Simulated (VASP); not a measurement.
# W (Im-3m) in VASP: notebook

The runs below take W through single point, with LDA, PBE.

Program: VASP 6.6.1. These are calculated values, not measurements. Logs are shortened: lines on timing, memory, paths and dates and some standing lists are left out, and cuts for length are marked.

## 1. The cell of the first run

Symmetry: Im-3m, No. 229, cubic system. The conventional cell has a = 3.227 Å, b = 3.227 Å, c = 3.227 Å, α = 90.00°, β = 90.00°, γ = 90.00°. W (site symmetry m-3m) has 14 W at 2.79 to 3.23 Å within 3.7 Å.

## 2. Single point, LDA, non-collinear spin, zero start, spin-orbit coupling

INCAR reads:

```
PREC = Accurate
ENCUT = 520
EDIFF = 1E-6
ISMEAR = -1
SIGMA = 0.05
LREAL = F
LASPH = T
NELM = 150
ALGO = Normal
ISIF = 2
LWAVE = F
LCHARG = F
MAGMOM = 0 0 0
LORBIT = 11
LSORBIT = T
GGA_COMPAT = F
LORBMOM = T
LMAXMIX = 4
NBANDS = 25
```

KPOINTS reads:

```
regular mesh
0
Gamma
  12 12 12
```

POSCAR reads:

```
W
1.0
   -1.6133792515      1.6133792515      1.6133792515
    1.6133792515     -1.6133792515      1.6133792515
    1.6133792515      1.6133792515     -1.6133792515
W
1
Direct
    0.0000000000      0.0000000000      0.0000000000
```

Potentials or basis: VASP PAW LDA potentials, release 64 (W_sv).

Command:

```bash
$ cat potpaw_LDA.64/W_sv/POTCAR > POTCAR
$ mpirun -np 1 vasp_ncl > vasp.out
```

OUTCAR:

```text
PREC = Accurate
   ENCUT = 520
   EDIFF = 1E-6
   ISMEAR = -1
   LREAL = F
   LASPH = T
   NELM = 150
   ISIF = 2
   LORBIT = 11
   LSORBIT = T

 ion  position               nearest neighbor table
   1  0.000  0.000  0.000-

  LATTYP: Found a body centered cubic cell.
 ALAT       =     3.2267585030

  Lattice vectors:

 A1 = (  -1.6133792515,   1.6133792515,   1.6133792515)
 A2 = (   1.6133792515,  -1.6133792515,   1.6133792515)
 A3 = (   1.6133792515,   1.6133792515,  -1.6133792515)

Analysis of symmetry for initial positions (statically):
=====================================================================
 Subroutine PRICEL returns:
 Original cell was already a primitive cell.

 Routine SETGRP: Setting up the symmetry group for a
 body centered cubic supercell.

 Subroutine GETGRP returns: Found 48 space group operations
 (whereof 48 operations were pure point group operations)
 out of a pool of 48 trial point group operations.

The static configuration has the point symmetry O_h .

Analysis of symmetry for dynamics (positions and initial velocities):
=====================================================================
 Subroutine PRICEL returns:
 Original cell was already a primitive cell.

 Routine SETGRP: Setting up the symmetry group for a
 body centered cubic supercell.

 Subroutine GETGRP returns: Found 48 space group operations
 (whereof 48 operations were pure point group operations)
 out of a pool of 48 trial point group operations.

The dynamic configuration has the point symmetry O_h .

Analysis of structural, dynamic, and magnetic symmetry:
=====================================================================
 Subroutine PRICEL returns:
 Original cell was already a primitive cell.

 Routine SETGRP: Setting up the symmetry group for a
 body centered cubic supercell.

 Subroutine GETGRP returns: Found 48 space group operations
 (whereof 48 operations were pure point group operations)
 out of a pool of 48 trial point group operations.

The overall configuration has the point symmetry O_h .

 Subroutine INISYM returns: Found 48 space group operations
 (whereof 48 operations are pure point group operations),
 and found     1 'primitive' translations

----------------------------------------------------------------------------------------

                                     Primitive cell

  volume of cell :      16.7985

  direct lattice vectors                    reciprocal lattice vectors
    -1.613379252  1.613379252  1.613379252     0.000000000  0.309908535  0.309908535
     1.613379252 -1.613379252  1.613379252     0.309908535  0.000000000  0.309908535
     1.613379252  1.613379252 -1.613379252     0.309908535  0.309908535  0.000000000

  length of vectors
     2.794454835  2.794454835  2.794454835     0.438276853  0.438276853  0.438276853

  position of ions in fractional coordinates (direct lattice)
     0.000000000  0.000000000  0.000000000

  ion indices of the primitive-cell ions
   primitive index   ion index
                 1           1

----------------------------------------------------------------------------------------

 KPOINTS: regular mesh

Automatic generation of k-mesh.
 Grid dimensions read from file:
 generate k-points for:   12   12   12

 Generating k-lattice:

  Cartesian coordinates                     Fractional coordinates (reciprocal lattice)
     0.000000000  0.025825711  0.025825711     0.083333333  0.000000000  0.000000000
     0.025825711  0.000000000  0.025825711     0.000000000  0.083333333  0.000000000
     0.025825711  0.025825711  0.000000000     0.000000000  0.000000000  0.083333333

  Length of vectors
     0.036523071  0.036523071  0.036523071

  Shift w.r.t. Gamma in fractional coordinates (k-lattice)
     0.000000000  0.000000000  0.000000000

 Subroutine IBZKPT returns following result:
 ===========================================

 Found     72 irreducible k-points:

[... 38 lines left out ...]
   ICHARG =      2    charge: 1-file 2-atom 10-const
   ISPIN  =      1    spin polarized calculation?
   LNONCOLLINEAR =      T non collinear calculations
   LSORBIT =      T    spin-orbit coupling
   LASPH  =      T    aspherical Exc in radial PAW
   ENCUT  =  520.0 eV  38.22 Ry    6.18 a.u.   5.20  5.20  5.20*2*pi/ulx,y,z
   NELM   =    150;   NELMIN=  2; NELMDL= -5     # of ELM steps
   EDIFF  = 0.1E-05   stopping-criterion for ELM
   LREAL  =      F    real-space projection
   EDIFFG = 0.1E-04   stopping-criterion for IOM
   NSW    =      0    number of steps for IOM
   IBRION =     -1    ionic relax: 0-MD 1-quasi-New 2-CG
   NFREE  =      0    steps in history (QN), initial steepest desc. (CG)
   ISIF   =      2    stress and relaxation
   ISYM   =      2    0-nonsym 1-usesym 2-fastsym
   POTIM  = 0.5000    time-step for ionic-motion
   TEBEG  =    0.0;   TEEND  =   0.0 temperature during run
   PSTRESS=    0.0 pullay stress
   NELECT =      14.0000    total number of electrons
   NUPDOWN=      -1.0000    fix difference up-down
   EMIN   =  10.00;   EMAX   =-10.00  energy-range for DOS
   EFERMI =   0.00;   METHOD = LEGACY
   ISMEAR =    -1;   SIGMA  =   0.05  broadening in eV -4-tet -1-fermi 0-gaus
   EFERMI_NEDOS =   21; number of points for ismear=-14 and -15
   IALGO  =     38    algorithm
   IMIX   =      4    mixing-type and parameters
     AMIX     =   0.40;   BMIX     =  1.00
     AMIX_MAG =   1.60;   BMIX_MAG =  1.00
  volume/ion in A,a.u.               =      16.80       113.36
  Fermi-wavevector in a.u.,A,eV,Ry     =   1.540616  2.911342 32.293392  2.373497
  Thomas-Fermi vector in A             =   2.646678
   LORBIT       =     11    0 simple, 1 ext, 2 COOP (PROOUT), +10 PAW based schemes
   GGA     = CA    functional components
   LHFCALC =     F    Hartree Fock is set to
   AEXX    =    0.0000 exact exchange contribution
   IVDW    =     0    specifies the selected vdW correction
   LEPSILON=     F    determine dielectric tensor
   LRPA    =     F    only Hartree local field effects (RPA)
  energy-cutoff  :      520.00
  volume of cell :       16.80
 maximum number of plane-waves:       936
 NGX is ok and might be reduce to    24
   NGX = 11   NGY = 11   NGZ = 11

 number of electron      14.0000000 magnetization       0.0000000      0.0000000      0.0000000

 number of electron      13.9999999 magnetization      -0.0000000     -0.0000000      0.0000000

 number of electron      13.9999999 magnetization       0.0000000      0.0000000     -0.0000000

 Free energy of the ion-electron system (eV)
  ---------------------------------------------------
  ext. energy  EPLUGINS =         0.00000000
  ---------------------------------------------------
  free energy    TOTEN  =       -14.85352884 eV

  energy without entropy =      -14.84880388  energy(sigma->0) =      -14.85116636

 E-fermi :  10.4174     XC(G=0): -13.5056

 val. band max:       10.4144513533   @ k =  -0.2500   0.3333   0.1667
 cond. band min:      10.5179828607   @ k =   0.1667   0.0000   0.0000
 fundamental gap:      0.1035315074
 Fermi energy:        10.4173948744

 k-point     1 :       0.0000    0.0000    0.0000
  band No.  band energies     occupation
      1     -63.3455      1.00000
      2     -63.3455      1.00000
      3     -33.3274      1.00000
      4     -33.3274      1.00000
      5     -24.3337      1.00000
      6     -24.3337      1.00000
[... 661 lines left out ...]
     24      22.5299      0.00000
     25      25.7835      0.00000

 [... further k-points ...]
[... 5 lines left out ...]
  --------------------------------------------------------------------------------------
  -------------------------------------------------------------------------------------
  Total       -2.2583859     -2.2583859     -2.2583859     -0.0000000      0.0000000      0.0000000
  in kB     -215.3968439   -215.3968439   -215.3968439     -0.0000000      0.0000000      0.0000000
  external PRESSURE =    -215.3968439 kB  Pullay stress =       0.0000000 kB

 VOLUME and BASIS-vectors are now :
 -----------------------------------------------------------------------------
  energy-cutoff  :      520.00
  volume of cell :       16.80
      direct lattice vectors                 reciprocal lattice vectors
    -1.613379252  1.613379252  1.613379252     0.000000000  0.309908535  0.309908535
     1.613379252 -1.613379252  1.613379252     0.309908535  0.000000000  0.309908535
     1.613379252  1.613379252 -1.613379252     0.309908535  0.309908535  0.000000000

 POSITION                                       TOTAL-FORCE (eV/Angst)
 -----------------------------------------------------------------------------------
      0.00000      0.00000      0.00000         0.000000      0.000000      0.000000
 -----------------------------------------------------------------------------------
    total drift:                                0.000000      0.000000      0.000000

  FREE ENERGIE OF THE ION-ELECTRON SYSTEM (eV)
  ---------------------------------------------------
  free  energy   TOTEN  =       -14.8535288411 eV

  energy  without entropy=      -14.8488038808  energy(sigma->0) =      -14.85116636

 orbital moment (x)

 # of ion     p       d       tot
 ----------------------------------------
  1         0.000   0.000   0.000
 ----------------------------------------
            0.000   0.000   0.000

 orbital moment (y)

 # of ion     p       d       tot
 ----------------------------------------
  1         0.000  -0.000  -0.000
 ----------------------------------------
            0.000  -0.000  -0.000

 orbital moment (z)

 # of ion     p       d       tot
 ----------------------------------------
  1         0.000   0.000   0.000
 ----------------------------------------
            0.000   0.000   0.000

 Spin-Orbit-Coupling matrix elements

 Ion:    1  E_soc:     -1.6727934
 l=   1
     0.0000000    -0.2320816    -0.2320816
    -0.2320816     0.0000000    -0.2320816
    -0.2320816    -0.2320816     0.0000000
 l=   2
     0.0000000    -0.0120809     0.0000000    -0.0120809    -0.0346364
    -0.0120809     0.0000000    -0.0259773    -0.0120809    -0.0086591
     0.0000000    -0.0259773     0.0000000    -0.0259773     0.0000000
    -0.0120809    -0.0120809    -0.0259773     0.0000000    -0.0086591
    -0.0346364    -0.0086591     0.0000000    -0.0086591     0.0000000
 l=   3
     0.0000000     0.0000000     0.0000000     0.0000000     0.0000000     0.0000000     0.0000000
     0.0000000     0.0000000     0.0000000     0.0000000     0.0000000     0.0000000     0.0000000
     0.0000000     0.0000000     0.0000000     0.0000000     0.0000000     0.0000000     0.0000000
     0.0000000     0.0000000     0.0000000     0.0000000     0.0000000     0.0000000     0.0000000
     0.0000000     0.0000000     0.0000000     0.0000000     0.0000000     0.0000000     0.0000000
     0.0000000     0.0000000     0.0000000     0.0000000     0.0000000     0.0000000     0.0000000
     0.0000000     0.0000000     0.0000000     0.0000000     0.0000000     0.0000000     0.0000000

 total charge

# of ion       s       p       d       tot
------------------------------------------
    1        2.390   6.310   3.310  12.010

 magnetization (x)

# of ion       s       p       d       tot
------------------------------------------
    1        0.000  -0.000   0.000   0.000

 magnetization (y)

# of ion       s       p       d       tot
------------------------------------------
    1       -0.000   0.000   0.000   0.000

 magnetization (z)

# of ion       s       p       d       tot
------------------------------------------
    1       -0.000  -0.000   0.000  -0.000
```

It took 42 s on 1 thread of Intel Xeon Platinum 8259CL at 2.50GHz (Skylake/Cascade Lake), shared host; peak memory 0.2 GiB.

Results:

```yaml
Free_energy: -14.8535 eV
Pressure: -21.5 GPa
Net_moment: 0.00 μB per cell
Valence_electrons_inside_the_program's_atomic_spheres: W 12.01
```

Moments on the atoms (μB; x, y, z):
```
W   0.00 0.00 0.00
```

[end of part 1 of 2]
